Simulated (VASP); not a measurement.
# Ta in VASP: notebook, part 2 of 2

VASP 6.6.1. Earlier steps stand in the parts before.

**5. Single point, PBE**

INCAR reads:

```
PREC = Accurate ; ENCUT = 520
EDIFF = 1E-6 ; ISMEAR = 0
SIGMA = 0.1 ; LREAL = F
LASPH = T ; NELM = 100
ALGO = Fast ; ISIF = 2
LWAVE = F ; LCHARG = F
LDIPOL = T ; IDIPOL = 3
DIPOL = 0.5 0.5 0.500 ; GGA = PE
NBANDS = 48
```

KPOINTS reads:

```
Automatic mesh
0
Gamma
  10 10 1
```

POSCAR reads:

```
Ta
1.0
    3.3190540256      0.0000000000      0.0000000000
    0.0000000000      3.3190540256      0.0000000000
    0.0000000000      0.0000000000     24.9571620767
Ta
7
Direct
    0.5000000000      0.5000000000      0.3070180948
    0.0000000000      0.0000000000      0.3655404252
    0.5000000000      0.5000000000      0.4321958970
    0.0000000000      0.0000000000      0.5000000006
    0.5000000000      0.5000000000      0.5678040992
    0.0000000000      0.0000000000      0.6344595742
    0.5000000000      0.5000000000      0.6929819091
```

Potentials or basis: VASP PAW PBE potentials, release 64 (Ta_pv).

Started as:

```console
$ cat potpaw_PBE.64/Ta_pv/POTCAR > POTCAR
$ mpirun -np 1 vasp_std > vasp.out
```

OUTCAR:

```text
PREC = Accurate
   ENCUT = 520
   EDIFF = 1E-6
   ISMEAR = 0
   LREAL = F
   LASPH = T
   NELM = 100
   ISIF = 2
   GGA = PE

 ion  position               nearest neighbor table
   1  0.500  0.500  0.307-   2 2.76   2 2.76   2 2.76   2 2.76   3 3.12
   2  0.000  0.000  0.366-   1 2.76   1 2.76   1 2.76   1 2.76   3 2.88   3 2.88   3 2.88   3 2.88
                             4 3.36
   3  0.500  0.500  0.432-   2 2.88   2 2.88   2 2.88   2 2.88   4 2.89   4 2.89   4 2.89   4 2.89
                             1 3.12   5 3.38
   4  0.000  0.000  0.500-   5 2.89   5 2.89   5 2.89   5 2.89   3 2.89   3 2.89   3 2.89   3 2.89
                             6 3.36   2 3.36
   5  0.500  0.500  0.568-   6 2.88   6 2.88   6 2.88   6 2.88   4 2.89   4 2.89   4 2.89   4 2.89
                             7 3.12   3 3.38
   6  0.000  0.000  0.634-   7 2.76   7 2.76   7 2.76   7 2.76   5 2.88   5 2.88   5 2.88   5 2.88
                             4 3.36
   7  0.500  0.500  0.693-   6 2.76   6 2.76   6 2.76   6 2.76   5 3.12

  LATTYP: Found a simple tetragonal cell.
 ALAT       =     3.3190540256
 C/A-ratio  =     7.5193599996

  Lattice vectors:

 A1 = (   3.3190540256,   0.0000000000,   0.0000000000)
 A2 = (   0.0000000000,   3.3190540256,   0.0000000000)
 A3 = (   0.0000000000,   0.0000000000,  24.9571620767)

Analysis of symmetry for initial positions (statically):
=====================================================================
 Subroutine PRICEL returns:
 Original cell was already a primitive cell.

 Routine SETGRP: Setting up the symmetry group for a
 simple tetragonal supercell.

 Subroutine GETGRP returns: Found 16 space group operations
 (whereof 16 operations were pure point group operations)
 out of a pool of 16 trial point group operations.

The static configuration has the point symmetry D_4h.

Analysis of symmetry for dynamics (positions and initial velocities):
=====================================================================
 Subroutine PRICEL returns:
 Original cell was already a primitive cell.

 Routine SETGRP: Setting up the symmetry group for a
 simple tetragonal supercell.
[... 145 lines left out ...]
  energy-cutoff  :      520.00
  volume of cell :      274.93
 maximum number of plane-waves:      7448
 NGX is ok and might be reduce to    28
   NGX = 13   NGY = 13   NGZ = 93

 dipolmoment           0.000000      0.000000      0.000000 electrons x Angstroem

 number of electron      76.9999994 magnetization

 dipolmoment           0.000000      0.000000     -0.000000 electrons x Angstroem

 Free energy of the ion-electron system (eV)
  ---------------------------------------------------
  ext. energy  EPLUGINS =         0.00000000
  ---------------------------------------------------
  free energy    TOTEN  =       -79.23387383 eV

  energy without entropy =      -79.19699089  energy(sigma->0) =      -79.21543236

 E-fermi :   0.7126     XC(G=0):  -6.7366

 val. band max:        0.6974313454   @ k =   0.4000   0.1000   0.0000
 cond. band min:       0.7250611197   @ k =   0.4000   0.2000   0.0000
 fundamental gap:      0.0276297743
 Fermi energy:         0.7126270996

 k-point     1 :       0.0000    0.0000    0.0000
  band No.  band energies     occupation
      1     -33.9950      2.00000
      2     -33.9945      2.00000
      3     -33.8237      2.00000
      4     -33.8237      2.00000
      5     -33.8232      2.00000
      6     -33.8232      2.00000
[... 1060 lines left out ...]
     47       4.5448      0.00000
     48       4.7413      0.00000

------------------------ aborting loop because EDIFF is reached ----------------------------------------

 vacuum level on the upper side and lower side of the slab       (xc-potential included)        -0.194        -0.194

  FORCE on cell =-STRESS in cart. coord.  units (eV):
  Direction    XX          YY          ZZ          XY          YZ          ZX
  --------------------------------------------------------------------------------------
  -------------------------------------------------------------------------------------
  Total       -2.2276893     -2.2276893     -0.0142903      0.0000000      0.0000000      0.0000000
  in kB      -12.9819927    -12.9819927     -0.0832777      0.0000000      0.0000000      0.0000000
  external PRESSURE =      -8.6824211 kB  Pullay stress =       0.0000000 kB

 VOLUME and BASIS-vectors are now :
 -----------------------------------------------------------------------------
  energy-cutoff  :      520.00
  volume of cell :      274.93
      direct lattice vectors                 reciprocal lattice vectors
     3.319054026  0.000000000  0.000000000     0.301290667  0.000000000  0.000000000
     0.000000000  3.319054026  0.000000000     0.000000000  0.301290667  0.000000000
     0.000000000  0.000000000 24.957162077     0.000000000  0.000000000  0.040068658

 POSITION                                       TOTAL-FORCE (eV/Angst)
 -----------------------------------------------------------------------------------
      1.65953      1.65953      7.66230        -0.000000     -0.000000      0.001090
      0.00000      0.00000      9.12285         0.000000      0.000000     -0.006821
      1.65953      1.65953     10.78638         0.000000      0.000000      0.002131
      0.00000      0.00000     12.47858         0.000000      0.000000      0.000000
      1.65953      1.65953     14.17078         0.000000     -0.000000     -0.002131
      0.00000      0.00000     15.83431         0.000000      0.000000      0.006821
      1.65953      1.65953     17.29486         0.000000     -0.000000     -0.001090
 -----------------------------------------------------------------------------------
    total drift:                                0.000000      0.000000      0.000005

  FREE ENERGIE OF THE ION-ELECTRON SYSTEM (eV)
  ---------------------------------------------------
  free  energy   TOTEN  =       -79.2338738334 eV

  energy  without entropy=      -79.1969908880  energy(sigma->0) =      -79.21543236

 vacuum level on the upper side and lower side of the slab         4.336         4.336
```

Run time: 16 min. Hardware: 1 thread of Intel Xeon 6975P-C (Granite Rapids), shared host; peak memory 0.47 GiB.

Results:

| Item | Value |
| --- | --- |
| Free energy | -79.2339 eV |
| Largest force | 0.007 eV/Å |
| Band gap on the k mesh | zero (an odd number of electrons rules out a gap without spin polarisation) |

Forces on the atoms (eV/Å):
```
Ta   0.000  0.000  0.001
Ta   0.000  0.000 -0.007
Ta   0.000  0.000  0.002
Ta   0.000  0.000  0.000
Ta   0.000  0.000 -0.002
Ta   0.000  0.000  0.007
Ta   0.000  0.000 -0.001
```

Caveat: spin-orbit coupling is left out, which moves the levels of the heavy elements.

**6. Single point, PBE**

INCAR reads:

```
SYSTEM = Ta
PREC = Accurate
ENCUT = 520
EDIFF = 1E-7
ISMEAR = -1
SIGMA = 0.3
LREAL = .False.
LASPH = .True.
NELM = 80
ALGO = Fast
ISIF = 2
LWAVE = .False.
LCHARG = .False.
LDIPOL = .True.
IDIPOL = 3
DIPOL = 0.5 0.5 0.500
GGA = PE
NBANDS = 48
```

KPOINTS reads:

```
regular mesh
0
Gamma
  10 10 1
  0 0 0
```

POSCAR reads:

```
Ta
1.0
    3.3190540256      0.0000000000      0.0000000000
    0.0000000000      3.3190540256      0.0000000000
    0.0000000000      0.0000000000     24.9571620767
Ta
7
Direct
    0.5000000000      0.5000000000      0.3005149374
    0.0000000000      0.0000000000      0.3670099583
    0.5000000000      0.5000000000      0.4335049791
    0.0000000000      0.0000000000      0.5000000000
    0.5000000000      0.5000000000      0.5664950209
    0.0000000000      0.0000000000      0.6329900417
    0.5000000000      0.5000000000      0.6994850626
```

Potentials or basis: VASP PAW PBE potentials, release 64 (Ta_pv).

Started as:

```console
$ cat potpaw_PBE.64/Ta_pv/POTCAR > POTCAR
$ mpirun -np 1 vasp_std > vasp.out
```

Wall time 35 min (1 thread of Intel Xeon 6975P-C (Granite Rapids), shared host); peak memory 0.48 GiB.

The run converged. Its results:

| Property | Result |
| --- | --- |
| Free energy | -80.1775 eV |
| Largest force | 1.058 eV/Å |
| Band gap on the k mesh | zero (an odd number of electrons rules out a gap without spin polarisation) |

Forces in eV/Å, atoms in the order of the input:
```
Ta   0.000  0.000  1.058
Ta   0.000  0.000 -1.018
Ta   0.000  0.000 -0.250
Ta   0.000  0.000  0.000
Ta   0.000  0.000  0.250
Ta   0.000  0.000  1.018
Ta   0.000  0.000 -1.058
```

Levels at points of the mesh, in eV from the Fermi level:
```tsv
k point	band 34	band 35	band 36	band 37	band 38	band 39	band 40	band 41	band 42	band 43
(0.00, 0.00, 0.00)	-0.02	0.30	0.45	0.45	0.52	0.52	0.63	0.63	0.72	1.11
(0.50, 0.00, 0.00)	-0.89	-0.84	-0.76	-0.04	0.13	0.15	0.26	0.33	1.07	1.08
(0.50, 0.50, 0.00)	-1.49	-1.25	-1.25	-0.49	-0.49	0.57	0.57	2.14	2.14	2.27
```

Caveat: so wide a smearing shifts energies and pressures; spin-orbit coupling is left out, which moves the levels of the heavy elements.

**7. Overview**

| cell | k mesh | smearing | gap on the mesh (eV) | largest force (eV/Å) |
| --- | --- | --- | --- | --- |
| as given, atomic positions A | 2 × 2 × 1 | gaussian 0.1 eV | none | 2.07 |
| as given, atomic positions A | 5 × 5 × 1 | gaussian 0.1 eV | none | 1.06 |
| as given, atomic positions A | 10 × 10 × 1 | gaussian 0.1 eV | none | 1.22 |
| as given, atomic positions B | 10 × 10 × 1 | gaussian 0.1 eV | none | 0.01 |
| as given, atomic positions A | 10 × 10 × 1 | fermi-dirac 0.3 eV | none | 1.06 |

Alike in all rows: task single point; level PBE; potentials or basis VASP PAW PBE potentials, release 64 (Ta_pv); no spin polarisation; cutoff (eV) 520.

Caveats: some runs use coarse meshes; spin-orbit coupling is left out, which moves the levels of the heavy elements; so wide a smearing shifts energies and pressures (at least some runs).

Total energies depend on the potentials used, so only differences within one code and one set of settings carry meaning.

The gap in the log of VASP goes by the Fermi energy; the results here count the filled bands.